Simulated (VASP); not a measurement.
# AlAs (m.eA) (F-43m) in VASP: single point with PBE

Aim: the single point of AlAs (m.eA) with PBE.

Program: VASP 6.6.1. These are calculated values, not measurements. Logs are shortened: lines on timing, memory, paths and dates and some standing lists are left out, and cuts for length are marked.

### 1 The cell of the first run

It takes space group F-43m (No. 216, cubic). Conventional cell: a = 5.728 Å, b = 5.728 Å, c = 5.728 Å, α = 90.00°, β = 90.00°, γ = 90.00°. Within 3.3 Å of Al (site symmetry -43m) lie 4 As at 2.48 Å. Within 3.3 Å of As (site symmetry -43m) lie 4 Al at 2.48 Å.

### 2 Single point, PBE

Contents of INCAR:

```
ALGO = Normal
EDIFF = 1E-6
ENCUT = 500
GGA = PE
GGA_COMPAT = F
ISIF = 2
ISMEAR = 0
LASPH = T
LCHARG = F
LREAL = F
LWAVE = F
NBANDS = 16
NELM = 120
PREC = Accurate
SIGMA = 0.02
```

Contents of KPOINTS:

```
k-points
0
Gamma
  8 6 8
```

Contents of POSCAR:

```
AlAs
1.0
    4.0501042812      0.0000000000      0.0000000000
    0.0000000000      5.7277124279      0.0000000000
    0.0000000000      0.0000000000      4.0501042812
Al As
2 2
Direct
    0.0000000000      0.0000000000      0.0000000000
    0.5000000000      0.5000000000      0.5000042000
    0.5000000000      0.2500000000      0.0000000000
    0.0000000000      0.7500000000      0.5000042000
```

Potentials or basis: VASP PAW PBE potentials, release 64 (Al, As).

Started as:

```sh
> cat potpaw_PBE.64/Al/POTCAR potpaw_PBE.64/As/POTCAR > POTCAR
> mpirun -np 1 vasp_std > vasp.out
```

OUTCAR:

```text
EDIFF = 1E-6
   ENCUT = 500
   GGA = PE
   ISIF = 2
   ISMEAR = 0
   LASPH = T
   LREAL = F
   NELM = 120
   PREC = Accurate

 ion  position               nearest neighbor table
   1  0.000  0.000  0.000-   4 2.48   3 2.48   3 2.48   4 2.48
   2  0.500  0.500  0.500-   3 2.48   4 2.48   4 2.48   3 2.48
   3  0.500  0.250  0.000-   2 2.48   1 2.48   1 2.48   2 2.48
   4  0.000  0.750  0.500-   1 2.48   2 2.48   2 2.48   1 2.48

  LATTYP: Found a simple tetragonal cell.
 ALAT       =     4.0501042812
 C/A-ratio  =     1.4142135684

  Lattice vectors:

 A1 = (  -4.0501042812,   0.0000000000,   0.0000000000)
 A2 = (   0.0000000000,   0.0000000000,   4.0501042812)
 A3 = (   0.0000000000,   5.7277124279,   0.0000000000)

Analysis of symmetry for initial positions (statically):
=====================================================================
 Subroutine PRICEL returns following result:

  LATTYP: Found a face centered cubic cell.
 ALAT       =     5.7277003875

  Lattice vectors:

 A1 = (  -2.0250521406,   2.8638562140,   2.0250351302)
 A2 = (   0.0000000000,   0.0000000000,   4.0501042812)
 A3 = (   2.0250521406,   2.8638562140,   2.0250691510)

   2 primitive cells build up your supercell.

 Routine SETGRP: Setting up the symmetry group for a
 simple tetragonal supercell.

 Subroutine GETGRP returns: Found  8 space group operations
 (whereof  8 operations were pure point group operations)
 out of a pool of 16 trial point group operations.

The static configuration has the point symmetry D_2d.

Analysis of symmetry for dynamics (positions and initial velocities):
=====================================================================
 Subroutine PRICEL returns following result:

  LATTYP: Found a face centered cubic cell.
 ALAT       =     5.7277003875

  Lattice vectors:

 A1 = (  -2.0250521406,   2.8638562140,   2.0250351302)
 A2 = (   0.0000000000,   0.0000000000,   4.0501042812)
 A3 = (   2.0250521406,   2.8638562140,   2.0250691510)

   2 primitive cells build up your supercell.

 Routine SETGRP: Setting up the symmetry group for a
 simple tetragonal supercell.

 Subroutine GETGRP returns: Found  8 space group operations
 (whereof  8 operations were pure point group operations)
 out of a pool of 16 trial point group operations.

The dynamic configuration has the point symmetry D_2d.

 Subroutine INISYM returns: Found  8 space group operations
 (whereof  8 operations are pure point group operations),
 and found     2 'primitive' translations

----------------------------------------------------------------------------------------

                                     Primitive cell

  volume of cell :      46.9768

  direct lattice vectors                    reciprocal lattice vectors
    -2.025052141  2.863856214  2.025035130    -0.246907223  0.174589771  0.000000000
     0.000000000  0.000000000  4.050104281    -0.000002074 -0.174589771  0.246907223
     2.025052141  2.863856214  2.025069151     0.246907223  0.174589771  0.000000000

  length of vectors
     4.050095785  4.050104281  4.050112795     0.302398354  0.302398354  0.302398354

  position of ions in fractional coordinates (direct lattice)
     0.000000000  0.000000000  0.000000000
     0.750000000  0.750004200  0.750000000

  ion indices of the primitive-cell ions
   primitive index   ion index
                 1           1
                 2           4

----------------------------------------------------------------------------------------

 KPOINTS: k-points

Automatic generation of k-mesh.
 Grid dimensions read from file:
 generate k-points for:    8    6    8

 Generating k-lattice:

  Cartesian coordinates                     Fractional coordinates (reciprocal lattice)
     0.030863403  0.000000000  0.000000000     0.125000000  0.000000000  0.000000000
     0.000000000  0.029098295  0.000000000     0.000000000  0.166666667  0.000000000
     0.000000000  0.000000000  0.030863403     0.000000000  0.000000000  0.125000000

  Length of vectors
     0.030863403  0.029098295  0.030863403

  Shift w.r.t. Gamma in fractional coordinates (k-lattice)
     0.000000000  0.000000000  0.000000000

 Subroutine IBZKPT returns following result:
 ===========================================

 Found     60 irreducible k-points:

 Following reciprocal coordinates:
            Coordinates               Weight
  0.000000  0.000000  0.000000      1.000000
  0.125000  0.000000  0.000000      4.000000
  0.250000  0.000000  0.000000      4.000000
  0.375000  0.000000  0.000000      4.000000
  0.500000  0.000000  0.000000      2.000000
  0.000000  0.166667  0.000000      2.000000
[... 16 lines left out ...]
  0.375000  0.000000  0.125000      8.000000
  0.500000  0.000000  0.125000      4.000000
 [... further k-points ...]
   k-points           NKPTS =     60   k-points in BZ     NKDIM =     60   number of bands    NBANDS=     16
   number of dos      NEDOS =    301   number of ions     NIONS =      4
   total plane-waves  NPLWV =  37800
   dimension x,y,z NGX =    30 NGY =   42 NGZ =   30
   dimension x,y,z NGXF=    60 NGYF=   84 NGZF=   60
   ions per type =               2   2
   NGX,Y,Z   is equivalent  to a cutoff of  12.31, 12.19, 12.31 a.u.
   NGXF,Y,Z  is equivalent  to a cutoff of  24.63, 24.38, 24.63 a.u.
 SYSTEM =  unknown system
   PREC   = accura    normal or accurate (medium, high low for compatibility)
   ISTART =      0    job   : 0-new  1-cont  2-samecut
   ICHARG =      2    charge: 1-file 2-atom 10-const
   ISPIN  =      1    spin polarized calculation?
   LNONCOLLINEAR =      F non collinear calculations
   LSORBIT =      F    spin-orbit coupling
   LASPH  =      T    aspherical Exc in radial PAW
   ENCUT  =  500.0 eV  36.75 Ry    6.06 a.u.   7.38 10.44  7.38*2*pi/ulx,y,z
   NELM   =    120;   NELMIN=  2; NELMDL= -5     # of ELM steps
   EDIFF  = 0.1E-05   stopping-criterion for ELM
   LREAL  =      F    real-space projection
   EDIFFG = 0.1E-04   stopping-criterion for IOM
   NSW    =      0    number of steps for IOM
   IBRION =     -1    ionic relax: 0-MD 1-quasi-New 2-CG
   NFREE  =      0    steps in history (QN), initial steepest desc. (CG)
   ISIF   =      2    stress and relaxation
   ISYM   =      2    0-nonsym 1-usesym 2-fastsym
   POTIM  = 0.5000    time-step for ionic-motion
   TEBEG  =    0.0;   TEEND  =   0.0 temperature during run
   PSTRESS=    0.0 pullay stress
   NELECT =      16.0000    total number of electrons
   NUPDOWN=      -1.0000    fix difference up-down
   EMIN   =  10.00;   EMAX   =-10.00  energy-range for DOS
   EFERMI =   0.00;   METHOD = LEGACY
   ISMEAR =     0;   SIGMA  =   0.02  broadening in eV -4-tet -1-fermi 0-gaus
   EFERMI_NEDOS =   21; number of points for ismear=-14 and -15
   IALGO  =     38    algorithm
   IMIX   =      4    mixing-type and parameters
     AMIX     =   0.40;   BMIX     =  1.00
     AMIX_MAG =   1.60;   BMIX_MAG =  1.00
  volume/ion in A,a.u.               =      23.49       158.51
  Fermi-wavevector in a.u.,A,eV,Ry     =   0.907424  1.714783 11.203288  0.823418
  Thomas-Fermi vector in A             =   2.031230
   LORBIT       =      0    0 simple, 1 ext, 2 COOP (PROOUT), +10 PAW based schemes
   GGA     = PE    functional components
   LHFCALC =     F    Hartree Fock is set to
   AEXX    =    0.0000 exact exchange contribution
   IVDW    =     0    specifies the selected vdW correction
   LEPSILON=     F    determine dielectric tensor
   LRPA    =     F    only Hartree local field effects (RPA)
 non-spin polarized calculation
 Gauss-broadening in eV      SIGMA  =   0.02
  energy-cutoff  :      500.00
  volume of cell :       93.95
 maximum number of plane-waves:      2429
 NGX is ok and might be reduce to    30
   NGX = 15   NGY = 21   NGZ = 15

 number of electron      16.0000001 magnetization

 Free energy of the ion-electron system (eV)
  ---------------------------------------------------
  ext. energy  EPLUGINS =         0.00000000
  ---------------------------------------------------
  free energy    TOTEN  =       -18.77816308 eV

  energy without entropy =      -18.77816308  energy(sigma->0) =      -18.77816308

 E-fermi :   3.6856     XC(G=0):  -8.9055

 val. band max:        3.5934383924   @ k =   0.0000   0.0000   0.0000
 cond. band min:       5.0885456784   @ k =   0.5000   0.0000   0.5000
 fundamental gap:      1.4951072860
 Fermi energy:         3.6856357281

 k-point     1 :       0.0000    0.0000    0.0000
  band No.  band energies     occupation
      1      -8.0778      2.00000
      2      -6.2201      2.00000
      3      -1.7176      2.00000
      4       1.4977      2.00000
      5       1.4977      2.00000
      6       3.5934      2.00000
[... 8 lines left out ...]
     15      12.2773      0.00000
     16      12.5368      0.00000

 k-point     2 :       0.1250    0.0000    0.0000
  band No.  band energies     occupation
      1      -7.9798      2.00000
      2      -6.2156      2.00000
      3      -1.6447      2.00000
      4       0.9842      2.00000
      5       1.5900      2.00000
      6       2.5884      2.00000
[... 8 lines left out ...]
     15      11.8413      0.00000
     16      12.2897      0.00000

 k-point     3 :       0.2500    0.0000    0.0000
  band No.  band energies     occupation
      1      -7.6984      2.00000
      2      -6.2497      2.00000
      3      -1.4783      2.00000
      4       0.3204      2.00000
      5       1.1657      2.00000
      6       1.8557      2.00000
[... 8 lines left out ...]
     15      11.0577      0.00000
     16      11.6024      0.00000

 k-point     4 :       0.3750    0.0000    0.0000
  band No.  band energies     occupation
      1      -7.2778      2.00000
      2      -6.4326      2.00000
      3      -1.2899      2.00000
      4      -0.0342      2.00000
      5       0.2821      2.00000
      6       1.6711      2.00000
[... 8 lines left out ...]
     15      10.3853      0.00000
     16      10.6688      0.00000

 k-point     5 :       0.5000    0.0000    0.0000
  band No.  band energies     occupation
      1      -6.8093      2.00000
      2      -6.8093      2.00000
      3      -0.8687      2.00000
      4      -0.8687      2.00000
      5       0.8325      2.00000
      6       0.8325      2.00000
[... 8 lines left out ...]
     15       9.7501      0.00000
     16       9.7501      0.00000

 k-point     6 :       0.0000    0.1667    0.0000
  band No.  band energies     occupation
      1      -7.9903      2.00000
      2      -6.4139      2.00000
      3      -1.4115      2.00000
      4       1.5916      2.00000
      5       1.5916      2.00000
      6       2.8007      2.00000
[... 8 lines left out ...]
     15      11.6037      0.00000
     16      12.6562      0.00000
[... 267 lines left out ...]
 k-point    21 :       0.1250    0.0000    0.1250
  band No.  band energies     occupation
      1      -7.8827      2.00000
      2      -6.2060      2.00000
      3      -1.5794      2.00000
      4       1.0039      2.00000
      5       1.1547      2.00000
      6       2.1941      2.00000
[... 8 lines left out ...]
     15      10.9473      0.00000
     16      11.5422      0.00000

 k-point    22 :       0.2500    0.0000    0.1250
  band No.  band energies     occupation
      1      -7.6047      2.00000
      2      -6.2242      2.00000
      3      -1.4418      2.00000
      4       0.4068      2.00000
      5       1.0173      2.00000
      6       1.3700      2.00000
[... 8 lines left out ...]
     15      10.1689      0.00000
     16      10.7546      0.00000

 k-point    23 :       0.3750    0.0000    0.1250
  band No.  band energies     occupation
      1      -7.1913      2.00000
      2      -6.3827      2.00000
      3      -1.2983      2.00000
      4      -0.1172      2.00000
      5       0.3777      2.00000
      6       1.7138      2.00000
[... 8 lines left out ...]
     15       9.9911      0.00000
     16      11.2557      0.00000

 k-point    24 :       0.5000    0.0000    0.1250
  band No.  band energies     occupation
      1      -6.7368      2.00000
      2      -6.7368      2.00000
      3      -0.9150      2.00000
      4      -0.9150      2.00000
      5       0.9153      2.00000
      6       0.9153      2.00000
[... 8 lines left out ...]
     15      10.8761      0.00000
     16      10.8761      0.00000

 [... further k-points ...]
[... 5 lines left out ...]
  --------------------------------------------------------------------------------------
  -------------------------------------------------------------------------------------
  Total        0.1191866      0.1073888      0.1191866      0.0000000      0.0000000      0.0000000
  in kB        2.0324704      1.8312852      2.0324704      0.0000000      0.0000000      0.0000000
  external PRESSURE =       1.9654087 kB  Pullay stress =       0.0000000 kB

 VOLUME and BASIS-vectors are now :
 -----------------------------------------------------------------------------
  energy-cutoff  :      500.00
  volume of cell :       93.95
      direct lattice vectors                 reciprocal lattice vectors
     4.050104281  0.000000000  0.000000000     0.246907223  0.000000000  0.000000000
     0.000000000  5.727712428  0.000000000     0.000000000  0.174589771  0.000000000
     0.000000000  0.000000000  4.050104281     0.000000000  0.000000000  0.246907223

 POSITION                                       TOTAL-FORCE (eV/Angst)
 -----------------------------------------------------------------------------------
      0.00000      0.00000      0.00000        -0.000000      0.000000     -0.000000
      2.02505      2.86386      2.02507         0.000000      0.000000      0.000000
      2.02505      1.43193      0.00000         0.000000      0.000000      0.000000
      0.00000      4.29578      2.02507         0.000000      0.000000      0.000000
 -----------------------------------------------------------------------------------
    total drift:                                0.000000      0.000000     -0.003387

  FREE ENERGIE OF THE ION-ELECTRON SYSTEM (eV)
  ---------------------------------------------------
  free  energy   TOTEN  =       -18.7781630821 eV

  energy  without entropy=      -18.7781630821  energy(sigma->0) =      -18.77816308
```

Run time: 65 s. Hardware: 1 thread of AMD EPYC 7R43 (Zen 3), shared host; peak memory 0.2 GiB.

What came out:

* Free energy: -18.7782 eV
* Pressure: 0.2 GPa
* Band gap on the k mesh: 1.50 eV

A k mesh can miss the band edges. Expect the measured gap to be larger: semilocal functionals such as PBE lack the derivative discontinuity.
